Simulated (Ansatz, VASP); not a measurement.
Pd: VASP beside Ansatz

```
Pd
1.0
     0.00000    1.94070    1.94070
     1.94070    0.00000    1.94070
     1.94070    1.94070    0.00000
Pd
1
Direct
  0.50000 0.50000 0.50000
```

Alike in both runs: functional PBEsol; k mesh 8 × 8 × 8; occupations gaussian, width 0.1 eV; no spin polarisation.

Ansatz relaxed the structure, and its values are those at the end. VASP's run is a single point on that final structure, the one shown.

|  | VASP | Ansatz |
| --- | --- | --- |
| version | VASP 6.6.1 | Ansatz 0.2.0 |
| potentials or method | VASP PAW PBE potentials, release 64 (Pd), cutoff 500 eV | scalar-relativistic, plane waves, PAW |
| valence electrons in the cell | 10 | 18 |

|  | VASP | Ansatz | Ansatz less VASP |
| --- | --- | --- | --- |
| gap on the k mesh at the Fermi level (eV) | none | none | - |
| pressure (GPa) | -0.3 | 0.0 | +0.25 |

VASP's potentials were made for PBE, not for PBEsol. A gap of «none» marks a metal or a gap that the smearing closes. The functional is the same, so the differences come from potentials, cutoffs and numerics. VASP's potentials hold 10 valence electrons a cell and Ansatz's 18, so a difference there can come from the potentials and not from the codes.
